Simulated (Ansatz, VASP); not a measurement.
This is a calculation of AlFe3B for Ansatz 0.2.0.

File input.yaml:

```yaml
crystal:
  lattice:
    - [3.66942912, 0.0, 0.0]
    - [0.0, 3.66942912, 0.0]
    - [0.0, 0.0, 3.822322]
  atoms:
    - { symbol: Fe, position: [0.0, 0.0, 0.5], spin: 3.0 }
    - { symbol: Fe, position: [0.0, 0.5, 0.0], spin: 3.0 }
    - { symbol: Fe, position: [0.5, 0.0, 0.0], spin: 3.0 }
    - { symbol: Al, position: [0.5, 0.5, 0.5] }
    - { symbol: B, position: [0.0, 0.0, 0.0] }
hamiltonian:
  xc: pbesol
  pseudopotentials: { kind: paw }
magnetization:
  spin_polarized: true
kpoints:
  mp_grid: { grid: [6, 6, 6] }
scf:
  occupations: { method: fermi_dirac, width: 0.05 }
output:
  forces: true
  stress: true
  eigenvalues: true
```

Potentials or basis: Ansatz PAW.

The run is started by

```console
$ ansatz run input.yaml --threads 2 --pin off --max-ram 5632MiB --backend cpu --events-out ev --progress --plain --runs-dir out
```

Question: Set up the same calculation for VASP 6.6.1. Potentials there: VASP PAW PBE potentials, release 64 (Fe_sv, Al, B).

Answer: As run (the cutoff follows the program's own potentials):

INCAR

```
SYSTEM = AlFe3B
ALGO     = Normal         ! electronic algorithm
EDIFF    = 1E-6           ! SCF threshold, eV
ENCUT    = 690            ! plane-wave cutoff, eV
GGA      = PS             ! functional
GGA_COMPAT= .False.      
ISIF     = 2              ! what is computed and relaxed
ISMEAR   = -1             ! smearing method
ISPIN    = 2              ! spin polarisation
LASPH    = .True.         ! aspherical terms in the spheres
LCHARG   = .False.        ! write CHGCAR
LMAXMIX  = 4              ! l up to which the mixer works
LORBIT   = 11             ! projections on sites
LREAL    = .False.        ! projectors in reciprocal space
LWAVE    = .False.        ! write WAVECAR
MAGMOM   = 3 3 3 0 0      ! initial moments
NBANDS   = 39             ! bands
NELM     = 200            ! most SCF steps
PREC     = Accurate       ! precision mode
SIGMA    = 0.05           ! smearing width, eV
```

The input KPOINTS:

```
k-points
0
Gamma
  6 6 6
  0 0 0
```

The input POSCAR:

```
AlFe3B
1.0
    3.6694291200      0.0000000000      0.0000000000
    0.0000000000      3.6694291200      0.0000000000
    0.0000000000      0.0000000000      3.8223220000
Fe Al B
3 1 1
Direct
    0.0000000000      0.0000000000      0.5000000000
    0.0000000000      0.5000000000      0.0000000000
    0.5000000000      0.0000000000      0.0000000000
    0.5000000000      0.5000000000      0.5000000000
    0.0000000000      0.0000000000      0.0000000000
```

Potentials or basis: VASP PAW PBE potentials, release 64 (Fe_sv, Al, B).

The run is started by

```sh
$ cat potpaw_PBE.64/Fe_sv/POTCAR potpaw_PBE.64/Al/POTCAR potpaw_PBE.64/B/POTCAR > POTCAR
$ mpirun -np 1 vasp_std > vasp.out
```

Both were run:

|  | VASP | Ansatz | Ansatz less VASP |
| --- | --- | --- | --- |
| gap on the k mesh at the Fermi level (eV) | none | none | - |
| pressure (GPa) | 8.8 | 9.7 | +0.87 |
| traceless stress, the component that is largest in VASP (GPa) | -10.97 | -10.96 | +0.007 |
| net moment per atom (μB) | 0.77 | 0.77 | -0.001 |
| size of the moment on the site where the two differ most (μB) | 1.34 | 1.24 | -0.098 |

VASP's potentials were made for PBE, not for PBEsol. Site moments also hang on the region over which each program counts them. A gap of «none» marks a metal or a gap that the smearing closes. With one functional, cell and mesh, what is left measures potentials, basis and numerics.
